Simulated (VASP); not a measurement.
Input of a VASP 6.6.1 run:

Contents of INCAR:

```
ALGO = Normal
EDIFF = 1E-6
ENCUT = 520
GGA = PE
ISIF = 2
ISMEAR = 1
LASPH = T
LCHARG = F
LREAL = F
LWAVE = F
NBANDS = 64
NELM = 80
PREC = Accurate
SIGMA = 0.0548
```

Contents of KPOINTS:

```
k-points
0
Gamma
  4 4 4
```

The input POSCAR:

```
Ta3Cd2O8
1.0
    0.0000002755      6.1282176427      0.0000000976
    6.0711338065     -3.0641090948      0.0323776112
    1.8229784841     -0.0000000031     -4.9514760502
Ta O Cd
3 8 2
Direct
    0.2811811346      0.0000000000      0.0000000000
    0.7188188654      0.0000000000      0.0000000000
    0.0000000000      0.0000000000      0.5000000000
    0.0934004896      0.1868009792      0.1081393101
    0.9065995104      0.8131990208      0.8918606899
    0.3227100617      0.1951595926      0.6127217644
    0.1275504691      0.8048404074      0.3872782356
    0.6772899383      0.8048404074      0.3872782356
    0.8724495309      0.1951595926      0.6127217644
    0.6108771123      0.2217542245      0.0649142078
    0.3891228877      0.7782457755      0.9350857922
    0.7243929094      0.4487858189      0.3270113022
    0.2756070906      0.5512141811      0.6729886978
```

Potentials or basis: VASP PAW PBE potentials, release 64 (Ta_pv, O, Cd).

Command:

```bash
$ cat potpaw_PBE.64/Ta_pv/POTCAR potpaw_PBE.64/O/POTCAR potpaw_PBE.64/Cd/POTCAR > POTCAR
$ mpirun -np 1 vasp_std > vasp.out
```

**Question.** Estimate the largest force.

**Answer.** 0.072 eV/Å.

**Question.** Estimate the band gap on the k mesh.

**Answer.** Zero (an odd number of electrons rules out a gap without spin polarisation).

Stress tensor (GPa, compression positive):
```
 0.70  0.00 -0.06
 0.00  0.58  0.00
-0.06  0.00  0.78
```

Caveat: spin-orbit coupling is left out, which moves the levels of the heavy elements; an odd number of electrons without spin polarisation forces a metal; a magnetic or distorted state may lie lower.
